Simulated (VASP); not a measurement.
# Ca (Pm-3m) in VASP: further runs

Ca is run at these levels: PBEsol; tasks: single point.

Program: VASP 6.6.1. These are calculated values, not measurements. Logs are shortened: lines on timing, memory, paths and dates and some standing lists are left out, and cuts for length are marked.

## (1) The cell of the first run

It takes space group Pm-3m (No. 221, cubic). The conventional cell has a = 3.074 Å, b = 3.074 Å, c = 3.074 Å, α = 90.00°, β = 90.00°, γ = 90.00°. Within 4.0 Å of Ca (site symmetry m-3m) lie 6 Ca at 3.07 Å.

## (2) Single point, PBEsol (volume scaled by 0.7)

INCAR

```
SYSTEM = Ca
PREC = Accurate
ENCUT = 520
EDIFF = 1E-6
ISMEAR = -1
SIGMA = 0.08
LREAL = .FALSE.
LASPH = .TRUE.
NELM = 100
ALGO = Normal
ISIF = 2
LWAVE = .FALSE.
LCHARG = .FALSE.
GGA = PS
NBANDS = 11
```

KPOINTS

```
regular mesh
0
G
  11 11 11
  0 0 0
```

POSCAR

```
Ca
1.0
    3.0740063597      0.0000000000      0.0000000000
    0.0000000000      3.0740063597      0.0000000000
    0.0000000000      0.0000000000      3.0740063597
Ca
1
Direct
    0.0000000000      0.0000000000      0.0000000000
```

Potentials or basis: VASP PAW PBE potentials, release 64 (Ca_sv).

Run with:

```sh
$ cat potpaw_PBE.64/Ca_sv/POTCAR > POTCAR
$ mpirun -np 1 vasp_std > vasp.out
```

OUTCAR:

```text
SYSTEM = Ca
   PREC = Accurate
   ENCUT = 520
   EDIFF = 1E-6
   ISMEAR = -1
   LREAL = .FALSE.
   LASPH = .TRUE.
   NELM = 100
   ISIF = 2
   GGA = PS

 ion  position               nearest neighbor table
   1  0.000  0.000  0.000-

  LATTYP: Found a simple cubic cell.
 ALAT       =     3.0740063597

  Lattice vectors:

 A1 = (   3.0740063597,   0.0000000000,   0.0000000000)
 A2 = (   0.0000000000,   3.0740063597,   0.0000000000)
 A3 = (   0.0000000000,   0.0000000000,   3.0740063597)

Analysis of symmetry for initial positions (statically):
=====================================================================
 Subroutine PRICEL returns:
 Original cell was already a primitive cell.

 Routine SETGRP: Setting up the symmetry group for a
 simple cubic supercell.

 Subroutine GETGRP returns: Found 48 space group operations
 (whereof 48 operations were pure point group operations)
 out of a pool of 48 trial point group operations.

The static configuration has the point symmetry O_h .

Analysis of symmetry for dynamics (positions and initial velocities):
=====================================================================
 Subroutine PRICEL returns:
 Original cell was already a primitive cell.

 Routine SETGRP: Setting up the symmetry group for a
 simple cubic supercell.

 Subroutine GETGRP returns: Found 48 space group operations
 (whereof 48 operations were pure point group operations)
 out of a pool of 48 trial point group operations.

The dynamic configuration has the point symmetry O_h .

 Subroutine INISYM returns: Found 48 space group operations
 (whereof 48 operations are pure point group operations),
 and found     1 'primitive' translations

----------------------------------------------------------------------------------------

                                     Primitive cell

  volume of cell :      29.0479

  direct lattice vectors                    reciprocal lattice vectors
     3.074006360  0.000000000  0.000000000     0.325308371  0.000000000  0.000000000
     0.000000000  3.074006360  0.000000000     0.000000000  0.325308371  0.000000000
     0.000000000  0.000000000  3.074006360     0.000000000  0.000000000  0.325308371

  length of vectors
     3.074006360  3.074006360  3.074006360     0.325308371  0.325308371  0.325308371

  position of ions in fractional coordinates (direct lattice)
     0.000000000  0.000000000  0.000000000

  ion indices of the primitive-cell ions
   primitive index   ion index
                 1           1

----------------------------------------------------------------------------------------

 KPOINTS: regular mesh

Automatic generation of k-mesh.
 Grid dimensions read from file:
 generate k-points for:   11   11   11

 Generating k-lattice:

  Cartesian coordinates                     Fractional coordinates (reciprocal lattice)
     0.029573488  0.000000000  0.000000000     0.090909091  0.000000000  0.000000000
     0.000000000  0.029573488  0.000000000     0.000000000  0.090909091  0.000000000
     0.000000000  0.000000000  0.029573488     0.000000000  0.000000000  0.090909091

  Length of vectors
     0.029573488  0.029573488  0.029573488

  Shift w.r.t. Gamma in fractional coordinates (k-lattice)
     0.000000000  0.000000000  0.000000000

 Subroutine IBZKPT returns following result:
 ===========================================

 Found     56 irreducible k-points:

 Following reciprocal coordinates:
            Coordinates               Weight
  0.000000  0.000000  0.000000      1.000000
  0.090909  0.000000  0.000000      6.000000
  0.181818  0.000000  0.000000      6.000000
  0.272727  0.000000  0.000000      6.000000
  0.363636  0.000000  0.000000      6.000000
  0.454545  0.000000  0.000000      6.000000
[... 16 lines left out ...]
  0.181818  0.090909  0.090909     24.000000
  0.272727  0.090909  0.090909     24.000000
 [... further k-points ...]
   k-points           NKPTS =     56   k-points in BZ     NKDIM =     56   number of bands    NBANDS=     11
   number of dos      NEDOS =    301   number of ions     NIONS =      1
   total plane-waves  NPLWV =  13824
   dimension x,y,z NGX =    24 NGY =   24 NGZ =   24
   dimension x,y,z NGXF=    48 NGYF=   48 NGZF=   48
   ions per type =               1
   NGX,Y,Z   is equivalent  to a cutoff of  12.98, 12.98, 12.98 a.u.
   NGXF,Y,Z  is equivalent  to a cutoff of  25.96, 25.96, 25.96 a.u.
 SYSTEM =  Ca
   PREC   = accura    normal or accurate (medium, high low for compatibility)
   ISTART =      0    job   : 0-new  1-cont  2-samecut
   ICHARG =      2    charge: 1-file 2-atom 10-const
   ISPIN  =      1    spin polarized calculation?
   LNONCOLLINEAR =      F non collinear calculations
   LSORBIT =      F    spin-orbit coupling
   LASPH  =      T    aspherical Exc in radial PAW
   ENCUT  =  520.0 eV  38.22 Ry    6.18 a.u.   5.72  5.72  5.72*2*pi/ulx,y,z
   NELM   =    100;   NELMIN=  2; NELMDL= -5     # of ELM steps
   EDIFF  = 0.1E-05   stopping-criterion for ELM
   LREAL  =      F    real-space projection
   EDIFFG = 0.1E-04   stopping-criterion for IOM
   NSW    =      0    number of steps for IOM
   IBRION =     -1    ionic relax: 0-MD 1-quasi-New 2-CG
   NFREE  =      0    steps in history (QN), initial steepest desc. (CG)
   ISIF   =      2    stress and relaxation
   ISYM   =      2    0-nonsym 1-usesym 2-fastsym
   POTIM  = 0.5000    time-step for ionic-motion
   TEBEG  =    0.0;   TEEND  =   0.0 temperature during run
   PSTRESS=    0.0 pullay stress
   NELECT =      10.0000    total number of electrons
   NUPDOWN=      -1.0000    fix difference up-down
   EMIN   =  10.00;   EMAX   =-10.00  energy-range for DOS
   EFERMI =   0.00;   METHOD = LEGACY
   ISMEAR =    -1;   SIGMA  =   0.08  broadening in eV -4-tet -1-fermi 0-gaus
   EFERMI_NEDOS =   21; number of points for ismear=-14 and -15
   IALGO  =     38    algorithm
   IMIX   =      4    mixing-type and parameters
     AMIX     =   0.40;   BMIX     =  1.00
     AMIX_MAG =   1.60;   BMIX_MAG =  1.00
  volume/ion in A,a.u.               =      29.05       196.02
  Fermi-wavevector in a.u.,A,eV,Ry     =   1.147370  2.168214 17.911490  1.316457
  Thomas-Fermi vector in A             =   2.284050
   LORBIT       =      0    0 simple, 1 ext, 2 COOP (PROOUT), +10 PAW based schemes
   GGA     = PS    functional components
   LHFCALC =     F    Hartree Fock is set to
   AEXX    =    0.0000 exact exchange contribution
   IVDW    =     0    specifies the selected vdW correction
   LEPSILON=     F    determine dielectric tensor
   LRPA    =     F    only Hartree local field effects (RPA)
 non-spin polarized calculation
  energy-cutoff  :      520.00
  volume of cell :       29.05
 maximum number of plane-waves:       800
 NGX is ok and might be reduce to    24
   NGX = 11   NGY = 11   NGZ = 11

 number of electron      10.0000002 magnetization

 Free energy of the ion-electron system (eV)
  ---------------------------------------------------
  ext. energy  EPLUGINS =         0.00000000
  ---------------------------------------------------
  free energy    TOTEN  =        -1.53182756 eV

  energy without entropy =       -1.52058920  energy(sigma->0) =       -1.52620838

 E-fermi :   3.4819     XC(G=0):  -9.0770

 val. band max:        3.4553202957   @ k =   0.4545   0.4545   0.3636
 cond. band min:       3.5553920121   @ k =   0.4545   0.0909   0.0000
 fundamental gap:      0.1000717164
 Fermi energy:         3.4819312282

 k-point     1 :       0.0000    0.0000    0.0000
  band No.  band energies     occupation
      1     -37.9518      2.00000
      2     -18.6959      2.00000
      3     -18.6959      2.00000
      4     -18.6959      2.00000
      5      -0.8899      2.00000
      6       4.0903      0.00100
      7       4.0903      0.00100
      8       9.0360      0.00000
      9       9.0360      0.00000
     10       9.0360      0.00000
     11      15.1146      0.00000

 k-point     2 :       0.0909    0.0000    0.0000
  band No.  band energies     occupation
      1     -37.9448      2.00000
      2     -18.7569      2.00000
      3     -18.6907      2.00000
      4     -18.6907      2.00000
      5      -0.7240      2.00000
      6       4.1427      0.00052
      7       4.1918      0.00028
      8       8.8211      0.00000
      9       8.8211      0.00000
     10       9.0504      0.00000
     11      14.1858      0.00000

 k-point     3 :       0.1818    0.0000    0.0000
  band No.  band energies     occupation
      1     -37.9257      2.00000
      2     -18.9173      2.00000
      3     -18.6768      2.00000
      4     -18.6768      2.00000
      5      -0.2506      2.00000
      6       4.2881      0.00008
      7       4.4239      0.00002
      8       8.3186      0.00000
      9       8.3186      0.00000
     10       9.0892      0.00000
     11      12.6657      0.00000

 k-point     4 :       0.2727    0.0000    0.0000
  band No.  band energies     occupation
      1     -37.9005      2.00000
      2     -19.1214      2.00000
      3     -18.6584      2.00000
      4     -18.6584      2.00000
      5       0.4698      2.00000
      6       4.4911      0.00001
      7       4.5513      0.00000
      8       7.7684      0.00000
      9       7.7684      0.00000
     10       9.1407      0.00000
     11      11.5201      0.00000

 k-point     5 :       0.3636    0.0000    0.0000
  band No.  band energies     occupation
      1     -37.8773      2.00000
      2     -19.3033      2.00000
      3     -18.6414      2.00000
      4     -18.6414      2.00000
      5       1.3592      2.00000
      6       4.2665      0.00011
      7       4.6925      0.00000
      8       7.3325      0.00000
      9       7.3325      0.00000
     10       9.1888      0.00000
     11      11.0646      0.00000

 k-point     6 :       0.4545    0.0000    0.0000
  band No.  band energies     occupation
      1     -37.8633      2.00000
      2     -19.4090      2.00000
      3     -18.6313      2.00000
      4     -18.6313      2.00000
      5       2.2800      2.00000
      6       3.5855      0.43035
      7       4.8201      0.00000
      8       7.0963      0.00000
      9       7.0963      0.00000
     10       9.2176      0.00000
     11      11.0892      0.00000

 k-point     7 :       0.0909    0.0909    0.0000
  band No.  band energies     occupation
      1     -37.9377      2.00000
      2     -18.7558      2.00000
      3     -18.7468      2.00000
      4     -18.6856      2.00000
      5      -0.5604      2.00000
      6       4.2169      0.00020
      7       4.2756      0.00010
      8       8.5833      0.00000
      9       8.7790      0.00000
     10       8.9019      0.00000
     11      14.4338      0.00000

 k-point     8 :       0.1818    0.0909    0.0000
  band No.  band energies     occupation
      1     -37.9187      2.00000
      2     -18.9112      2.00000
      3     -18.7361      2.00000
      4     -18.6717      2.00000
      5      -0.0942      2.00000
      6       4.3656      0.00003
      7       4.5147      0.00000
      8       8.0458      0.00000
      9       8.3310      0.00000
     10       8.9063      0.00000
     11      12.9330      0.00000
[... 141 lines left out ...]
 k-point    19 :       0.3636    0.3636    0.0000
  band No.  band energies     occupation
      1     -37.8056      2.00000
      2     -19.2222      2.00000
      3     -19.2063      2.00000
      4     -18.5898      2.00000
      5       2.4090      2.00000
      6       4.3168      0.00006
      7       6.5308      0.00000
      8       6.8155      0.00000
      9       7.6356      0.00000
     10       7.7766      0.00000
     11      11.0294      0.00000

 k-point    20 :       0.4545    0.3636    0.0000
  band No.  band energies     occupation
      1     -37.7922      2.00000
      2     -19.3146      2.00000
      3     -19.1976      2.00000
      4     -18.5802      2.00000
      5       2.4762      1.99999
      6       4.4274      0.00001
      7       6.6825      0.00000
      8       7.2046      0.00000
      9       7.4835      0.00000
     10       7.7812      0.00000
     11      10.6088      0.00000

 k-point    21 :       0.4545    0.4545    0.0000
  band No.  band energies     occupation
      1     -37.7790      2.00000
      2     -19.2979      2.00000
      3     -19.2957      2.00000
      4     -18.5707      2.00000
      5       2.3328      2.00000
      6       4.7452      0.00000
      7       7.2912      0.00000
      8       7.3159      0.00000
      9       7.5540      0.00000
     10       7.5725      0.00000
     11      10.2630      0.00000

 k-point    22 :       0.0909    0.0909    0.0909
  band No.  band energies     occupation
      1     -37.9307      2.00000
      2     -18.7547      2.00000
      3     -18.7414      2.00000
      4     -18.7414      2.00000
      5      -0.3991      2.00000
      6       4.3273      0.00005
      7       4.3273      0.00005
      8       8.4949      0.00000
      9       8.6650      0.00000
     10       8.6650      0.00000
     11      14.6159      0.00000

 k-point    23 :       0.1818    0.0909    0.0909
  band No.  band energies     occupation
      1     -37.9117      2.00000
      2     -18.9051      2.00000
      3     -18.7345      2.00000
      4     -18.7268      2.00000
      5       0.0595      2.00000
      6       4.4726      0.00001
      7       4.5803      0.00000
      8       8.0231      0.00000
      9       8.1145      0.00000
     10       8.6920      0.00000
     11      13.1953      0.00000

 k-point    24 :       0.2727    0.0909    0.0909
  band No.  band energies     occupation
      1     -37.8868      2.00000
      2     -19.1067      2.00000
      3     -18.7150      2.00000
      4     -18.7075      2.00000
      5       0.7546      2.00000
      6       4.6810      0.00000
      7       4.7001      0.00000
      8       7.5077      0.00000
      9       7.5970      0.00000
     10       8.7611      0.00000
     11      11.9514      0.00000

 [... further k-points ...]
[... 5 lines left out ...]
  --------------------------------------------------------------------------------------
  -------------------------------------------------------------------------------------
  Total        1.2602977      1.2602977      1.2602977      0.0000000      0.0000000     -0.0000000
  in kB       69.5135470     69.5135470     69.5135470      0.0000000      0.0000000     -0.0000000
  external PRESSURE =      69.5135470 kB  Pullay stress =       0.0000000 kB

 VOLUME and BASIS-vectors are now :
 -----------------------------------------------------------------------------
  energy-cutoff  :      520.00
  volume of cell :       29.05
      direct lattice vectors                 reciprocal lattice vectors
     3.074006360  0.000000000  0.000000000     0.325308371  0.000000000  0.000000000
     0.000000000  3.074006360  0.000000000     0.000000000  0.325308371  0.000000000
     0.000000000  0.000000000  3.074006360     0.000000000  0.000000000  0.325308371

 POSITION                                       TOTAL-FORCE (eV/Angst)
 -----------------------------------------------------------------------------------
      0.00000      0.00000      0.00000         0.000000      0.000000      0.000000
 -----------------------------------------------------------------------------------
    total drift:                                0.000000      0.000000      0.000000

  FREE ENERGIE OF THE ION-ELECTRON SYSTEM (eV)
  ---------------------------------------------------
  free  energy   TOTEN  =        -1.5318275572 eV

  energy  without entropy=       -1.5205891984  energy(sigma->0) =       -1.52620838
```

Run time: 18 s. Hardware: 1 thread of Intel Xeon 6975P-C, shared host; peak memory 0.15 GiB.

Results:

| Item | Value |
| --- | --- |
| Free energy | -1.5318 eV |
| Pressure | 7.0 GPa |
| Band gap on the k mesh | zero (band 5 reaches 3.72 eV, above the bottom of band 6 at 3.56 eV) |

Caveat: the PAW data sets were made with another functional, which shifts forces and pressure a little.

## (3) Single point, PBEsol (volume scaled by 0.8)

INCAR

```
SYSTEM = Ca
PREC     = Accurate       ! precision mode
ENCUT    = 520            ! plane-wave cutoff, eV
EDIFF    = 1E-6           ! SCF threshold, eV
ISMEAR   = -1             ! smearing method
SIGMA    = 0.08           ! smearing width, eV
LREAL    = .False.        ! projectors in reciprocal space
LASPH    = .True.         ! aspherical terms in the spheres
NELM     = 100            ! most SCF steps
ALGO     = Normal         ! electronic algorithm
ISIF     = 2              ! what is computed and relaxed
LWAVE    = .False.        ! write WAVECAR
LCHARG   = .True.         ! write CHGCAR
GGA      = PS             ! functional
LELF     = .True.         ! ELF
LVHAR    = .True.       
NBANDS   = 11             ! bands
```

KPOINTS

```
regular mesh
0
Gamma
  11 11 11
  0 0 0
```

POSCAR

```
Ca
1.0
    3.2139225785      0.0000000000      0.0000000000
    0.0000000000      3.2139225785      0.0000000000
    0.0000000000      0.0000000000      3.2139225785
Ca
1
Direct
    0.0000000000      0.0000000000      0.0000000000
```

Potentials or basis: VASP PAW PBE potentials, release 64 (Ca_sv).

Run with:

```sh
$ cat potpaw_PBE.64/Ca_sv/POTCAR > POTCAR
$ mpirun -np 1 vasp_std > vasp.out
```

Run time: 18 s. Hardware: 1 thread of Intel Xeon 6975P-C, shared host; peak memory 0.15 GiB.

Results (log left out):

```yaml
Free_energy: -1.6663 eV
Pressure: 3.6 GPa
Band_gap_on_the_k_mesh: zero (band 5 reaches 3.22 eV, above the bottom of band 6 at 2.74 eV)
```

Levels at points of the mesh, in eV from the Fermi level:
```csv
k point,band 2,band 3,band 4,band 5,band 6,band 7,band 8,band 9
"(0.00, 0.00, 0.00)",-22.42,-22.42,-22.42,-4.20,0.74,0.74,5.06,5.06
```

Caveat: the PAW data sets were made with another functional, which shifts forces and pressure a little.

(Continued in part 2 of 2.)
